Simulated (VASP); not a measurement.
A run of VASP 6.6.1 is set up as follows.

File INCAR:

```
SYSTEM = In2BiSb
PREC = Accurate
ENCUT = 520
EDIFF = 1E-6
ISMEAR = 1
SIGMA = 0.2
LREAL = .FALSE.
LASPH = .TRUE.
NELM = 80
ALGO = Normal
ISIF = 2
LWAVE = .FALSE.
LCHARG = .TRUE.
GGA = PE
LELF = .TRUE.
LVHAR = .TRUE.
NBANDS = 31
```

KPOINTS

```
Automatic mesh
0
G
  4 4 4
  0 0 0
```

POSCAR

```
In2BiSb
1.0
    4.7129019346      0.0000000000      0.0000000000
    0.0000000000      4.7129019346      0.0000000000
    0.0000000000      0.0000000000      6.6420055272
Sb In Bi
1 2 1
Direct
    0.0000000000      0.0000000000      0.0000000000
    0.0000000000      0.5000000000      0.7566036936
    0.5000000000      0.0000000000      0.2433963064
    0.5000000000      0.5000000000      0.5000000000
```

Potentials or basis: VASP PAW PBE potentials, release 64 (Sb, In_d, Bi_d).

Launch:

```bash
$ cat potpaw_PBE.64/Sb/POTCAR potpaw_PBE.64/In_d/POTCAR potpaw_PBE.64/Bi_d/POTCAR > POTCAR
$ mpirun -np 1 vasp_std > vasp.out
```

(1) Estimate the largest force.

(2) What does it give for the band gap on the k mesh?

(3) Estimate the pressure.

## Answers

(1) 0.019 eV/Å.

(2) zero (bands 23 and 24 overlap by 0.04 eV).

(3) 1.5 GPa.

Caveat: spin-orbit coupling is left out, which moves the levels of the heavy elements.
